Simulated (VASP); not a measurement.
Runs of VASP 6.6.1 on ZrB2. Symmetry: P6/mmm, No. 191, hexagonal system. Conventional cell: a = 3.170 Å, b = 3.170 Å, c = 3.533 Å, α = 90.00°, β = 90.00°, γ = 120.00°. Within 3.6 Å of Zr (site symmetry 6/mmm) lie 12 B at 2.54 Å and 8 Zr at 3.17 to 3.53 Å. Within 2.4 Å of B (site symmetry -6m2) lie 3 B at 1.83 Å. 

| level | k mesh | smearing | grid for exact exchange (PRECFOCK) | share of exact exchange | screening parameter | gap on the mesh (eV) | pressure (GPa) |
| --- | --- | --- | --- | --- | --- | --- | --- |
| PBE0 | 6 × 6 × 6 | fermi-dirac 0.05 eV | Normal | 0.25 | - | none | -2.2 |
| HSE06 | 7 × 7 × 6 | methfessel-paxton 0.1 eV | Normal | 0.25 | 0.2079 1/Å | none | -2.2 |
| PBEsol | 6 × 6 × 4 | fermi-dirac 0.05 eV | - | - | - | none | -3.6 |
| RPBE | 6 × 6 × 4 | fermi-dirac 0.05 eV | - | - | - | none | (a) |
| BLYP | 6 × 6 × 4 | fermi-dirac 0.05 eV | - | - | - | none | 7.9 |

Alike in all rows: task single point; potentials or basis VASP PAW PBE potentials, release 64 (Zr_sv, B); no spin polarisation; cell as given; cutoff (eV) 520.

Question: Fill in the values left out.

Answer: (a) 4.6.

Caveats: some runs use coarse meshes; the PAW data sets were made with another functional, which shifts forces and pressure a little.

A k mesh can miss the band edges, and the runs leave out spin-orbit coupling on Zr.

A gap of «none» marks levels without a gap at the run's occupations.
